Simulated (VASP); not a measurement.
# Ca (Immm) in VASP: a series of runs

The runs below take Ca through single point, with PBEsol.

Program: VASP 6.6.1. These are calculated values, not measurements. Logs are shortened: lines on timing, memory, paths and dates and some standing lists are left out, and cuts for length are marked.

**1. The cell of the first run**

Symmetry: Immm, No. 71, orthorhombic system. The conventional cell has a = 4.193 Å, b = 4.203 Å, c = 4.891 Å, α = 90.00°, β = 90.00°, γ = 90.00°. Ca (site symmetry mmm) has 14 Ca at 3.85 to 4.89 Å within 5.0 Å.

**2. Single point, PBEsol**

INCAR

```
PREC = Accurate
ENCUT = 520
EDIFF = 1E-6
ISMEAR = 1
SIGMA = 0.3
LREAL = F
LASPH = T
NELM = 100
ALGO = Normal
ISIF = 2
LWAVE = F
LCHARG = T
GGA = PS
LELF = T
LVHAR = T
NBANDS = 11
```

KPOINTS

```
Automatic mesh
0
Gamma
  10 10 10
```

POSCAR

```
Ca
1.0
   -2.0964874600      2.1017318100      2.4453524600
    2.0964874600     -2.1017318100      2.4453524600
    2.0964874600      2.1017318100     -2.4453524600
Ca
1
Direct
    0.5000000000      0.5000000000      0.0000000000
```

Potentials or basis: VASP PAW PBE potentials, release 64 (Ca_sv).

The run is started by

```sh
$ cat potpaw_PBE.64/Ca_sv/POTCAR > POTCAR
$ mpirun -np 1 vasp_std > vasp.out
```

OUTCAR:

```text
PREC = Accurate
   ENCUT = 520
   EDIFF = 1E-6
   ISMEAR = 1
   LREAL = F
   LASPH = T
   NELM = 100
   ISIF = 2
   GGA = PS

 ion  position               nearest neighbor table
   1  0.500  0.500  0.000-

  LATTYP: Found a body centered orthorhombic cell.
 ALAT       =     4.1929749200
 B/A-ratio  =     1.0025014936
 C/A-ratio  =     1.1664045250

  Lattice vectors:

 A1 = (  -2.0964874600,   2.1017318100,   2.4453524600)
 A2 = (   2.0964874600,  -2.1017318100,   2.4453524600)
 A3 = (   2.0964874600,   2.1017318100,  -2.4453524600)

Analysis of symmetry for initial positions (statically):
=====================================================================
 Subroutine PRICEL returns:
 Original cell was already a primitive cell.

 Routine SETGRP: Setting up the symmetry group for a
 body centered orthorhombic supercell.

 Subroutine GETGRP returns: Found  8 space group operations
 (whereof  8 operations were pure point group operations)
 out of a pool of  8 trial point group operations.

The static configuration has the point symmetry D_2h.

Analysis of symmetry for dynamics (positions and initial velocities):
=====================================================================
 Subroutine PRICEL returns:
 Original cell was already a primitive cell.

 Routine SETGRP: Setting up the symmetry group for a
 body centered orthorhombic supercell.

 Subroutine GETGRP returns: Found  8 space group operations
 (whereof  8 operations were pure point group operations)
 out of a pool of  8 trial point group operations.

The dynamic configuration has the point symmetry D_2h.

 Subroutine INISYM returns: Found  8 space group operations
 (whereof  8 operations are pure point group operations),
 and found     1 'primitive' translations

----------------------------------------------------------------------------------------

                                     Primitive cell

  volume of cell :      43.0994

  direct lattice vectors                    reciprocal lattice vectors
    -2.096487460  2.101731810  2.445352460     0.000000000  0.237899050  0.204469502
     2.096487460 -2.101731810  2.445352460     0.238494153  0.000000000  0.204469502
     2.096487460  2.101731810 -2.445352460     0.238494153  0.237899050  0.000000000

  length of vectors
     3.846073962  3.846073962  3.846073962     0.313693696  0.314145250  0.336861127

  position of ions in fractional coordinates (direct lattice)
     0.500000000  0.500000000  0.000000000

  ion indices of the primitive-cell ions
   primitive index   ion index
                 1           1

----------------------------------------------------------------------------------------

 KPOINTS: Automatic mesh

Automatic generation of k-mesh.
 Grid dimensions read from file:
 generate k-points for:   10   10   10

 Generating k-lattice:

  Cartesian coordinates                     Fractional coordinates (reciprocal lattice)
     0.000000000  0.023789905  0.020446950     0.100000000  0.000000000  0.000000000
     0.023849415  0.000000000  0.020446950     0.000000000  0.100000000 -0.000000000
     0.023849415  0.023789905  0.000000000     0.000000000 -0.000000000  0.100000000

  Length of vectors
     0.031369370  0.031414525  0.033686113

  Shift w.r.t. Gamma in fractional coordinates (k-lattice)
     0.000000000  0.000000000  0.000000000

 Subroutine IBZKPT returns following result:
 ===========================================

 Found    171 irreducible k-points:

 Following reciprocal coordinates:
            Coordinates               Weight
  0.000000  0.000000  0.000000      1.000000
  0.100000  0.000000  0.000000      4.000000
  0.200000  0.000000  0.000000      4.000000
  0.300000 -0.000000  0.000000      4.000000
  0.400000 -0.000000  0.000000      4.000000
  0.500000 -0.000000  0.000000      2.000000
[... 16 lines left out ...]
 -0.400000  0.200000 -0.000000      8.000000
 -0.300000  0.200000 -0.000000      8.000000
 [... further k-points ...]
   k-points           NKPTS =    171   k-points in BZ     NKDIM =    171   number of bands    NBANDS=     11
   number of dos      NEDOS =    301   number of ions     NIONS =      1
   total plane-waves  NPLWV =  27000
   dimension x,y,z NGX =    30 NGY =   30 NGZ =   30
   dimension x,y,z NGXF=    60 NGYF=   60 NGZF=   60
   ions per type =               1
   NGX,Y,Z   is equivalent  to a cutoff of  12.97, 12.97, 12.97 a.u.
   NGXF,Y,Z  is equivalent  to a cutoff of  25.93, 25.93, 25.93 a.u.
 SYSTEM =  unknown system
   PREC   = accura    normal or accurate (medium, high low for compatibility)
   ISTART =      0    job   : 0-new  1-cont  2-samecut
   ICHARG =      2    charge: 1-file 2-atom 10-const
   ISPIN  =      1    spin polarized calculation?
   LNONCOLLINEAR =      F non collinear calculations
   LSORBIT =      F    spin-orbit coupling
   LASPH  =      T    aspherical Exc in radial PAW
   ENCUT  =  520.0 eV  38.22 Ry    6.18 a.u.   7.15  7.15  7.15*2*pi/ulx,y,z
   NELM   =    100;   NELMIN=  2; NELMDL= -5     # of ELM steps
   EDIFF  = 0.1E-05   stopping-criterion for ELM
   LREAL  =      F    real-space projection
[... 7 lines left out ...]
   TEBEG  =    0.0;   TEEND  =   0.0 temperature during run
   PSTRESS=    0.0 pullay stress
   NELECT =      10.0000    total number of electrons
   NUPDOWN=      -1.0000    fix difference up-down
   EMIN   =  10.00;   EMAX   =-10.00  energy-range for DOS
   EFERMI =   0.00;   METHOD = LEGACY
   ISMEAR =     1;   SIGMA  =   0.30  broadening in eV -4-tet -1-fermi 0-gaus
   EFERMI_NEDOS =   21; number of points for ismear=-14 and -15
   IALGO  =     38    algorithm
   IMIX   =      4    mixing-type and parameters
     AMIX     =   0.40;   BMIX     =  1.00
     AMIX_MAG =   1.60;   BMIX_MAG =  1.00
  volume/ion in A,a.u.               =      43.10       290.85
  Fermi-wavevector in a.u.,A,eV,Ry     =   1.005969  1.901005 13.768730  1.011973
  Thomas-Fermi vector in A             =   2.138682
   LORBIT       =      0    0 simple, 1 ext, 2 COOP (PROOUT), +10 PAW based schemes
   GGA     = PS    functional components
   LHFCALC =     F    Hartree Fock is set to
   AEXX    =    0.0000 exact exchange contribution
   IVDW    =     0    specifies the selected vdW correction
   LEPSILON=     F    determine dielectric tensor
[... 41 lines left out ...]
  band No.  band energies     occupation
      1     -40.0899      2.00000
      2     -21.0973      2.00000
      3     -21.0913      2.00000
      4     -21.0795      2.00000
      5      -2.0136      2.00000
      6       3.8894     -0.00000
      7       4.0093     -0.00000
      8       4.5703     -0.00000
      9       4.6394     -0.00000
     10       5.3410     -0.00000
     11      11.2467      0.00000

 k-point     3 :       0.2000    0.0000    0.0000
  band No.  band energies     occupation
      1     -40.0866      2.00000
      2     -21.1295      2.00000
      3     -21.1002      2.00000
      4     -21.0813      2.00000
      5      -1.5186      2.00000
      6       3.5344     -0.00000
      7       3.9334     -0.00000
      8       4.6443     -0.00000
      9       4.7785     -0.00000
     10       5.2542     -0.00000
     11      10.0032      0.00000

 k-point     4 :       0.3000   -0.0000    0.0000
  band No.  band energies     occupation
      1     -40.0825      2.00000
      2     -21.1703      2.00000
      3     -21.1112      2.00000
      4     -21.0821      2.00000
      5      -0.7522      2.00000
      6       2.9475     -0.00000
      7       3.7309     -0.00000
      8       4.6778     -0.00000
      9       5.2582     -0.00000
     10       5.3005     -0.00000
     11       8.4632      0.00000

 k-point     5 :       0.4000   -0.0000    0.0000
  band No.  band energies     occupation
      1     -40.0792      2.00000
      2     -21.2030      2.00000
      3     -21.1200      2.00000
      4     -21.0826      2.00000
      5       0.1751      2.00000
      6       2.2525     -0.06584
      7       3.5592     -0.00000
      8       4.6247     -0.00000
      9       5.4583     -0.00000
     10       5.7918     -0.00000
     11       7.3612     -0.00000

 k-point     6 :       0.5000   -0.0000    0.0000
  band No.  band energies     occupation
      1     -40.0780      2.00000
      2     -21.2155      2.00000
      3     -21.1234      2.00000
      4     -21.0828      2.00000
      5       0.8555      2.00003
      6       1.6876      1.75782
      7       3.4950     -0.00000
      8       4.5806     -0.00000
      9       5.5329     -0.00000
     10       6.0483     -0.00000
     11       6.9737     -0.00000

 k-point     7 :       0.0000    0.1000    0.0000
  band No.  band energies     occupation
      1     -40.0899      2.00000
      2     -21.0976      2.00000
      3     -21.0910      2.00000
      4     -21.0795      2.00000
      5      -2.0131      2.00000
      6       3.9013     -0.00000
      7       3.9963     -0.00000
      8       4.5688     -0.00000
      9       4.6430     -0.00000
     10       5.3391     -0.00000
     11      11.2581      0.00000

 k-point     8 :       0.1000    0.1000    0.0000
  band No.  band energies     occupation
      1     -40.0877      2.00000
      2     -21.1169      2.00000
      3     -21.0967      2.00000
      4     -21.0824      2.00000
      5      -1.7046      2.00000
      6       3.7030     -0.00000
      7       3.9678     -0.00000
      8       4.5725     -0.00000
      9       4.7098     -0.00000
     10       5.2873     -0.00000
     11      10.8937      0.00000
[... 141 lines left out ...]
 k-point    19 :       0.2000    0.2000    0.0000
  band No.  band energies     occupation
      1     -40.0808      2.00000
      2     -21.1733      2.00000
      3     -21.1233      2.00000
      4     -21.0889      2.00000
      5      -0.3899      2.00000
      6       2.8982     -0.00001
      7       3.4688     -0.00000
      8       4.8612     -0.00000
      9       4.9326     -0.00000
     10       5.7032     -0.00000
     11       8.4400      0.00000

 k-point    20 :       0.3000    0.2000    0.0000
  band No.  band energies     occupation
      1     -40.0780      2.00000
      2     -21.1904      2.00000
      3     -21.1388      2.00000
      4     -21.0928      2.00000
      5       0.4952      2.00000
      6       2.4402     -0.01638
      7       3.1740     -0.00000
      8       4.7682     -0.00000
      9       5.1856     -0.00000
     10       6.1902     -0.00000
     11       7.3250     -0.00000

 k-point    21 :       0.4000    0.2000    0.0000
  band No.  band energies     occupation
      1     -40.0767      2.00000
      2     -21.1988      2.00000
      3     -21.1440      2.00000
      4     -21.0962      2.00000
      5       1.3408      2.03955
      6       1.8016      1.22864
      7       3.0832     -0.00000
      8       4.7078     -0.00000
      9       5.4776     -0.00000
     10       6.3467     -0.00000
     11       6.7011     -0.00000

 k-point    22 :       0.5000    0.2000    0.0000
  band No.  band energies     occupation
      1     -40.0774      2.00000
      2     -21.1959      2.00000
      3     -21.1355      2.00000
      4     -21.0986      2.00000
      5       0.7683      2.00001
      6       2.2290     -0.06978
      7       3.1582     -0.00000
      8       4.7414     -0.00000
      9       5.5965     -0.00000
     10       6.0304     -0.00000
     11       6.9621     -0.00000

 k-point    23 :      -0.4000    0.2000   -0.0000
  band No.  band energies     occupation
      1     -40.0799      2.00000
      2     -21.1803      2.00000
      3     -21.1189      2.00000
      4     -21.0992      2.00000
      5      -0.1403      2.00000
      6       2.8009     -0.00006
      7       3.3098     -0.00000
      8       4.7901     -0.00000
      9       5.4268     -0.00000
     10       5.5984     -0.00000
     11       8.1480      0.00000

 k-point    24 :      -0.3000    0.2000   -0.0000
  band No.  band energies     occupation
      1     -40.0832      2.00000
      2     -21.1559      2.00000
      3     -21.1033      2.00000
      4     -21.0970      2.00000
      5      -0.9041      2.00000
      6       3.2055     -0.00000
      7       3.6039     -0.00000
      8       4.7935     -0.00000
      9       4.9692     -0.00000
     10       5.4225     -0.00000
     11       9.8234      0.00000

 [... further k-points ...]
[... 5 lines left out ...]
  --------------------------------------------------------------------------------------
  -------------------------------------------------------------------------------------
  Total       -0.2977086     -0.3051890     -0.2018760      0.0000000      0.0000000      0.0000000
  in kB      -11.0670270    -11.3451031     -7.5045423      0.0000000      0.0000000      0.0000000
  external PRESSURE =      -9.9722241 kB  Pullay stress =       0.0000000 kB

 VOLUME and BASIS-vectors are now :
 -----------------------------------------------------------------------------
  energy-cutoff  :      520.00
  volume of cell :       43.10
      direct lattice vectors                 reciprocal lattice vectors
    -2.096487460  2.101731810  2.445352460     0.000000000  0.237899050  0.204469502
     2.096487460 -2.101731810  2.445352460     0.238494153  0.000000000  0.204469502
     2.096487460  2.101731810 -2.445352460     0.238494153  0.237899050  0.000000000

 POSITION                                       TOTAL-FORCE (eV/Angst)
 -----------------------------------------------------------------------------------
      0.00000      0.00000      2.44535         0.000000     -0.000000      0.000000
 -----------------------------------------------------------------------------------
    total drift:                                0.000000     -0.000000      0.000000

  FREE ENERGIE OF THE ION-ELECTRON SYSTEM (eV)
  ---------------------------------------------------
  free  energy   TOTEN  =        -2.1170169078 eV

  energy  without entropy=       -2.1183972552  energy(sigma->0) =       -2.11747702
```

Run time: 42 s. Hardware: 1 thread of Intel Xeon Platinum 8488C (Sapphire Rapids), shared host; peak memory 0.22 GiB.

What came out:

| Property | Result |
| --- | --- |
| Free energy | -2.1170 eV |
| Pressure | -1.0 GPa |
| Band gap on the k mesh | zero (band 5 reaches 2.00 eV, above the bottom of band 6 at 1.69 eV) |

Caveat: the PAW data sets were made with another functional, which shifts forces and pressure a little.

**3. Single point, PBEsol**

INCAR

```
SYSTEM = Ca
  ALGO = Normal
  EDIFF = 1E-6
  ENCUT = 520
  GGA = PS
  ISIF = 2
  ISMEAR = 1
  LASPH = .TRUE.
  LCHARG = .TRUE.
  LELF = .TRUE.
  LREAL = .FALSE.
  LVHAR = .TRUE.
  LWAVE = .FALSE.
  NBANDS = 11
  NELM = 60
  PREC = Accurate
  SIGMA = 0.2
```

KPOINTS

```
k-points
0
G
  10 10 10
  0 0 0
```

POSCAR is that of step 2.

Potentials or basis: VASP PAW PBE potentials, release 64 (Ca_sv).

The run is started by

```sh
$ cat potpaw_PBE.64/Ca_sv/POTCAR > POTCAR
$ mpirun -np 1 vasp_std > vasp.out
```

Wall time 44 s (1 thread of Intel Xeon Platinum 8488C (Sapphire Rapids), shared host); peak memory 0.22 GiB.

The run converged. Its results:

| Item | Value |
| --- | --- |
| Free energy | -2.1171 eV |
| Pressure | -1.0 GPa |
| Band gap on the k mesh | zero (band 5 reaches 2.00 eV, above the bottom of band 6 at 1.69 eV) |

Stress tensor (GPa, compression positive):
```
-1.07  0.00  0.00
 0.00 -1.10  0.00
 0.00  0.00 -0.80
```

Levels at points of the mesh, in eV from the Fermi level:
```csv
k point,band 1,band 2,band 3,band 4,band 5,band 6,band 7,band 8,band 9,band 10
"(0.00, 0.00, 0.00)",-41.93,-22.93,-22.93,-22.92,-4.02,2.13,2.14,2.73,2.85,3.56
"(0.50, 0.00, 0.00)",-41.92,-23.06,-22.96,-22.92,-0.99,-0.15,1.65,2.74,3.69,4.21
"(0.00, 0.50, 0.00)",-41.92,-23.06,-22.96,-22.92,-0.98,-0.14,1.64,2.75,3.70,4.21
"(0.50, 0.50, 0.00)",-41.92,-23.06,-22.97,-22.94,-0.69,0.33,0.85,3.69,3.81,4.34
"(0.50, 0.50, 0.50)",-41.91,-23.04,-23.01,-23.01,-0.12,0.26,2.35,3.99,4.15,4.15
```

Caveat: the PAW data sets were made with another functional, which shifts forces and pressure a little.

**4. Single point, PBEsol**

INCAR

```
PREC     = Accurate       # precision mode
ENCUT    = 520            # plane-wave cutoff, eV
EDIFF    = 1E-6           # SCF threshold, eV
ISMEAR   = 1              # smearing method
SIGMA    = 0.1            # smearing width, eV
LREAL    = False          # projectors in reciprocal space
LASPH    = True           # aspherical terms in the spheres
NELM     = 80             # most SCF steps
ALGO     = Normal         # electronic algorithm
ISIF     = 2              # what is computed and relaxed
LWAVE    = False          # write WAVECAR
LCHARG   = False          # write CHGCAR
GGA      = PS             # functional
NBANDS   = 11             # bands
```

KPOINTS

```
Automatic mesh
0
Gamma
  10 10 10
```

POSCAR is that of step 3.

The run is started by

```sh
$ cat potpaw_PBE.64/Ca_sv/POTCAR > POTCAR
$ mpirun -np 1 vasp_std > vasp.out
```

It took 41 s on 1 thread of Intel Xeon Platinum 8488C (Sapphire Rapids), shared host; peak memory 0.22 GiB.

The run converged. Its results:

| Quantity | Value |
| --- | --- |
| Free energy | -2.1167 eV |
| Pressure | -1.0 GPa |
| Band gap on the k mesh | zero (band 5 reaches 2.00 eV, above the bottom of band 6 at 1.69 eV) |

Stress tensor (GPa, compression positive):
```
-1.00  0.00  0.00
 0.00 -1.03  0.00
 0.00  0.00 -0.91
```

Levels at points of the mesh, in eV from the Fermi level:
| k point | band 1 | band 2 | band 3 | band 4 | band 5 | band 6 | band 7 | band 8 | band 9 | band 10 |
| --- | --- | --- | --- | --- | --- | --- | --- | --- | --- | --- |
| (0.00, 0.00, 0.00) | -41.93 | -22.92 | -22.92 | -22.92 | -4.02 | 2.13 | 2.14 | 2.73 | 2.85 | 3.56 |
| (0.50, 0.00, 0.00) | -41.92 | -23.05 | -22.96 | -22.92 | -0.98 | -0.15 | 1.66 | 2.74 | 3.70 | 4.21 |
| (0.00, 0.50, 0.00) | -41.92 | -23.05 | -22.96 | -22.92 | -0.97 | -0.14 | 1.64 | 2.75 | 3.71 | 4.21 |
| (0.50, 0.50, 0.00) | -41.91 | -23.05 | -22.97 | -22.94 | -0.68 | 0.34 | 0.85 | 3.69 | 3.82 | 4.35 |
| (0.50, 0.50, 0.50) | -41.91 | -23.03 | -23.00 | -23.00 | -0.12 | 0.27 | 2.36 | 4.00 | 4.15 | 4.15 |

Caveat: the PAW data sets were made with another functional, which shifts forces and pressure a little.

**5. Single point, PBEsol**

INCAR

```
  PREC = Accurate
  ENCUT = 520
  EDIFF = 1E-7
  ISMEAR = 1
  SIGMA = 0.05
  LREAL = F
  LASPH = T
  NELM = 80
  ALGO = Normal
  ISIF = 2
  LWAVE = F
  LCHARG = T
  GGA = PS
  LELF = T
  LVHAR = T
  NBANDS = 11
```

KPOINTS

```
regular mesh
0
Gamma
  10 10 10
```

POSCAR is that of step 4.

The run is started by

```sh
$ cat potpaw_PBE.64/Ca_sv/POTCAR > POTCAR
$ mpirun -np 1 vasp_std > vasp.out
```

Run time: 47 s. Hardware: 1 thread of Intel Xeon Platinum 8488C (Sapphire Rapids), shared host; peak memory 0.22 GiB.

It converged, with:

| Item | Value |
| --- | --- |
| Free energy | -2.1165 eV |
| Pressure | -1.0 GPa |
| Band gap on the k mesh | zero (band 5 reaches 2.00 eV, above the bottom of band 6 at 1.69 eV) |

Stress tensor (GPa, compression positive):
```
-1.00  0.00  0.00
 0.00 -1.01  0.00
 0.00  0.00 -0.91
```

Levels at points of the mesh, in eV from the Fermi level:
```csv
k point,band 1,band 2,band 3,band 4,band 5,band 6,band 7,band 8,band 9,band 10
"(0.00, 0.00, 0.00)",-41.94,-22.93,-22.93,-22.92,-4.03,2.12,2.14,2.72,2.85,3.56
"(0.50, 0.00, 0.00)",-41.92,-23.06,-22.97,-22.93,-0.99,-0.16,1.65,2.74,3.69,4.20
"(0.00, 0.50, 0.00)",-41.92,-23.06,-22.97,-22.93,-0.98,-0.15,1.64,2.74,3.70,4.20
"(0.50, 0.50, 0.00)",-41.92,-23.06,-22.98,-22.95,-0.69,0.33,0.85,3.68,3.81,4.34
"(0.50, 0.50, 0.50)",-41.91,-23.04,-23.01,-23.01,-0.13,0.26,2.35,3.99,4.14,4.14
```

Caveat: the PAW data sets were made with another functional, which shifts forces and pressure a little.

**6. Overview**

```csv
smearing,gap on the mesh (eV),pressure (GPa)
methfessel-paxton 0.3 eV,none,-1.0
methfessel-paxton 0.2 eV,none,-1.0
methfessel-paxton 0.1 eV,none,-1.0
methfessel-paxton 0.05 eV,none,-1.0
```

Alike in all rows: task single point; level PBEsol; potentials or basis VASP PAW PBE potentials, release 64 (Ca_sv); no spin polarisation; cell as given; k mesh 10 × 10 × 10; cutoff (eV) 520.

Every run on the cell as given and a fine mesh finds a metal.

Caveats: the PAW data sets were made with another functional, which shifts forces and pressure a little.

Absolute energies hang on the potentials; compare differences alone.
